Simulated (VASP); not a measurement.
Set up this calculation in VASP 6.6.1, as the native input.

* Task: single point
* Functional: LDA
* Potentials or basis: VASP PAW LDA potentials, release 64 (Si, C)
* Cutoff: 520 eV
* k mesh: 12 × 12 × 12
* Occupations: gaussian, width 0.05 eV
* Spin: no spin polarisation
* Dipole correction: no
* Further INCAR settings: ALGO = Normal; EDIFF = 1e-06; NBANDS = 11

The structure of SiC lies in POSCAR:

```
SiC
1.0
    1.1503366290      2.8758415725      2.8758415725
    2.8758415725      1.1503366290      2.8758415725
    2.8758415725      2.8758415725      1.1503366290
Si C
1 1
Direct
    0.0000000000      0.0000000000      0.0000000000
    0.7500000000      0.7500000000      0.7500000000
```

This cell differs from its parent crystal: ratio of the length along [111] to the lengths across it x 2.0, volume and fractional coordinates fixed.

One way to write it, as run:

INCAR

```
PREC = Accurate
ENCUT = 520
EDIFF = 1E-6
ISMEAR = 0
SIGMA = 0.05
LREAL = False
LASPH = True
NELM = 60
ALGO = Normal
ISIF = 2
LWAVE = False
LCHARG = True
LELF = True
LVHAR = True
NBANDS = 11
```

KPOINTS

```
regular mesh
0
Gamma
  12 12 12
```

Potentials or basis: VASP PAW LDA potentials, release 64 (Si, C).

Launch:

```bash
$ cat potpaw_LDA.64/Si/POTCAR potpaw_LDA.64/C/POTCAR > POTCAR
$ mpirun -np 1 vasp_std > vasp.out
```

It gave:

```json
{
  "Pressure": "66.6 GPa",
  "Largest force": "3.679 eV/Å",
  "Band gap on the k mesh": "zero (band 4 reaches 10.71 eV, above the bottom of band 5 at 7.26 eV)"
}
```

Caveat: forces of over 1 eV/Å act on the atoms, so gaps and moduli don't describe the material at rest.

Run time: 92 s on 1 thread of AMD EPYC 7R13, with other jobs on the host, peak memory 0.14 GiB.
